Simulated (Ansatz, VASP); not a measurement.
## Si3N4 in VASP and in Ansatz

```xyz
14
Lattice="7.6093 0.0000 0.0000 -3.8047 6.5898 0.0000 0.0000 0.0000 2.9079" Properties=species:S:1:pos:R:3 pbc="T T T"
Si   -1.5978    5.0595    0.7270
Si    2.4288    1.1460    2.1809
Si    0.2219    2.6764    0.7270
Si    5.4024    1.5304    2.1809
Si    1.3759    5.4438    0.7270
Si    3.5828    3.9135    2.1809
N     0.0000    4.3932    0.7270
N     3.8047    2.1966    2.1809
N     2.3961    0.1963    0.7270
N     1.0281    2.1732    2.1809
N     6.2413    1.9770    0.7270
N     1.4085    6.3936    2.1809
N     2.7766    4.4166    0.7270
N    -2.4366    4.6129    2.1809
```

Alike in both runs: task electric field gradients; functional r2SCAN; k mesh 4 × 4 × 10; occupations fermi-dirac, width 0.02 eV; no spin polarisation.

|  | VASP | Ansatz |
| --- | --- | --- |
| version | VASP 6.6.1 | Ansatz 0.2.0 |
| potentials or method | VASP PAW PBE potentials, release 64 (Si, N) | plane-wave PAW, scalar-relativistic |
| plane-wave cutoff (eV) | 520 | 500 |
| valence electrons in the cell | 64 | 64 |

Ansatz gave:

* gap on the k mesh at the Fermi level (eV): 4.98
* pressure (GPa): -1.0
* traceless stress, the component that is largest in VASP (GPa): -0.17
* rms of the force components (eV/Å): 0.024
* size of Vzz on the site where it differs most (V/Å²): 52.1

Task: Which values does VASP return?

Result: gap on the k mesh at the Fermi level (eV): 4.98; pressure (GPa): -0.8; traceless stress, the component that is largest in VASP (GPa): -0.18; rms of the force components (eV/Å): 0.023; size of Vzz on the site where it differs most (V/Å²): 46.6.

VASP's potentials were made for PBE, not for r2SCAN. Atom by atom the forces differ by 0.001 eV/Å (rms over components). With one functional, cell and mesh, what is left measures potentials, basis and numerics.
